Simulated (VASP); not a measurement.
**TaSi4W: single point with PBE**

TaSi4W:

```
Ta Si W
1.0
     3.25188    0.00000    0.00000
     0.00000    3.25188    0.00000
     0.00000    0.00000   16.09810
Ta Si W
2 8 2
Direct
  0.00000 0.50000 0.87216
  0.50000 0.00000 0.12784
  0.50000 0.00000 0.95885
  0.50000 0.00000 0.78714
  0.00000 0.50000 0.04115
  0.00000 0.50000 0.21286
  0.00000 0.50000 0.70409
  0.00000 0.50000 0.54136
  0.50000 0.00000 0.29591
  0.50000 0.00000 0.45864
  0.50000 0.00000 0.62186
  0.00000 0.50000 0.37814
```

```
Program             : VASP 6.6.1
Task                : single point
Functional          : PBE
Potentials or basis : VASP PAW PBE potentials, release 64 (Ta_pv, Si, W_sv)
Cutoff              : 520 eV
k mesh              : 10 × 10 × 2
Occupations         : gaussian, width 0.1 eV
Spin                : no spin polarisation
```

```yaml
Pressure: 0.1 GPa
Largest_force: 0.005 eV/Å
Band_gap_on_the_k_mesh: zero (bands 41 and 42 overlap by 2.39 eV)
```

Forces in eV/Å, atoms in the order of the input:
```
Ta   0.000  0.000 -0.001
Ta   0.000  0.000  0.001
Si   0.000  0.000  0.002
Si   0.000  0.000 -0.004
Si   0.000  0.000 -0.002
Si   0.000  0.000  0.004
Si   0.000  0.000  0.004
Si   0.000  0.000 -0.005
Si   0.000  0.000 -0.004
Si   0.000  0.000  0.005
W    0.000  0.000  0.001
W    0.000  0.000 -0.001
```

Levels at points of the mesh, in eV from the Fermi level:
| k point | band 39 | band 40 | band 41 | band 42 | band 43 | band 44 |
| --- | --- | --- | --- | --- | --- | --- |
| (0.00, 0.00, 0.00) | 0.31 | 0.31 | 0.82 | 0.91 | 1.71 | 1.72 |
| (0.50, 0.00, 0.00) | -0.27 | -0.27 | 0.88 | 0.88 | 2.57 | 2.57 |
| (0.50, 0.50, 0.00) | -1.76 | -1.76 | -0.98 | -0.98 | 0.35 | 0.35 |
| (0.00, 0.00, 0.50) | 0.82 | 0.91 | 0.92 | 0.92 | 1.23 | 1.23 |
| (0.50, 0.00, 0.50) | -0.25 | -0.25 | 0.85 | 0.85 | 2.68 | 2.68 |
| (0.50, 0.50, 0.50) | -1.47 | -1.47 | -1.03 | -1.03 | 1.30 | 1.30 |

Run time: 5.2 min on 1 thread of AMD EPYC 7R13 Processor (Zen 3), with other jobs on the host, peak memory 0.42 GiB.

Caveat: spin-orbit coupling is left out, which moves the levels of the heavy elements.
